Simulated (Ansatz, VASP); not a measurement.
In in VASP and in Ansatz

```xyz
1
Lattice="2.4774 0.0000 0.0000 0.0000 2.4774 0.0000 0.0000 0.0000 2.4774" Properties=species:S:1:pos:R:3 pbc="T T T"
In    0.0000    0.0000    0.0000
```

Change from the starting cell: volume scaled by 0.58, LAPW.

Alike in both runs: task single point; functional LDA; k mesh 14 × 14 × 14; occupations fermi-dirac, width 0.05 eV; no spin polarisation.

|  | VASP | Ansatz |
| --- | --- | --- |
| version | VASP 6.6.1 | Ansatz 0.2.0 |
| potentials or method | VASP PAW LDA potentials, release 64 (In_d), cutoff 520 eV | all-electron LAPW, scalar-relativistic |

VASP gave:

- pressure (GPa): 103.3

**Question.** Which values does Ansatz return?

**Answer.** Pressure (GPa): 102.2.

LDA's correlation is that of Perdew and Zunger in VASP and of Perdew and Wang (1992) in Ansatz. Both programs put the cell under a high pressure, so it lies far from rest at this level. Ansatz ran all-electron here, and VASP with PAW potentials.

Noted on VASP's run: the cell as given lies far from equilibrium.
